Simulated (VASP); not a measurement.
The system is BaZrO3.

```
Ba Zr O
1.0
     4.19134    0.00000    0.00000
     0.00000    4.19134    0.00000
     0.00000    0.00000    4.19134
Ba Zr O
1 1 3
Direct
  0.00000 0.00000 0.00000
  0.50000 0.50000 0.50000
  0.50000 0.50000 0.00000
  0.50000 0.00000 0.50000
  0.00000 0.50000 0.50000
```

Base run:

* Program: VASP 6.6.1
* Functional: PBEsol
* Potentials or basis: VASP PAW PBE potentials, release 64 (Ba_sv, Zr_sv, O)
* Cutoff: 520 eV
* k mesh: 6 × 6 × 6
* Occupations: fermi-dirac, width 0.05 eV
* Spin: no spin polarisation

Its results: band gap on the k mesh 3.11 eV (least direct gap 3.33 eV); pressure -0.1 GPa.

Problem. The run is repeated on the same cell with these changes: functional from PBEsol to LDA; potentials or basis from VASP PAW PBE potentials, release 64 (Ba_sv, Zr_sv, O) to VASP PAW LDA potentials, release 64 (Ba_sv, Zr_sv, O); cutoff from 520 eV to 600 eV. What comes out?

Solution. Band gap on the k mesh 3.07 eV (least direct gap 3.29 eV); pressure -4.0 GPa.

Caveats: spin-orbit coupling is left out, which moves the levels of the heavy elements; the PAW data sets were made with another functional, which shifts forces and pressure a little (at least some runs); the cell stands under tension (at least some runs).

A k mesh can miss the band edges.
